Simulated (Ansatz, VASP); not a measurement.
# Zn: VASP beside Ansatz

```
Zn
1.0
     0.00000    2.65886    2.65886
     2.65886    0.00000    2.65886
     2.65886    2.65886    0.00000
Zn
2
Direct
  0.12500 0.12500 0.12500
  0.87500 0.87500 0.87500
```

Alike in both runs: task single point; functional LDA; k mesh 11 × 11 × 11; occupations fermi-dirac, width 0.1 eV; no spin polarisation.

```csv
,VASP,Ansatz
version,VASP 6.6.1,Ansatz 0.2.0
potentials or method,"VASP PAW LDA potentials, release 64 (Zn), cutoff 520 eV","plane waves (420 eV) with PAW, scalar-relativistic"
valence electrons in the cell,24,24
```

Ansatz gave:

```
pressure (GPa) : 7.6
```

Question: Estimate VASP's values.

Answer: Pressure (GPa): 8.2.

Ansatz warns that its potentials were made for another functional, while VASP's fit it. LDA's correlation is that of Perdew and Zunger in VASP and of Perdew and Wang (1992) in Ansatz.
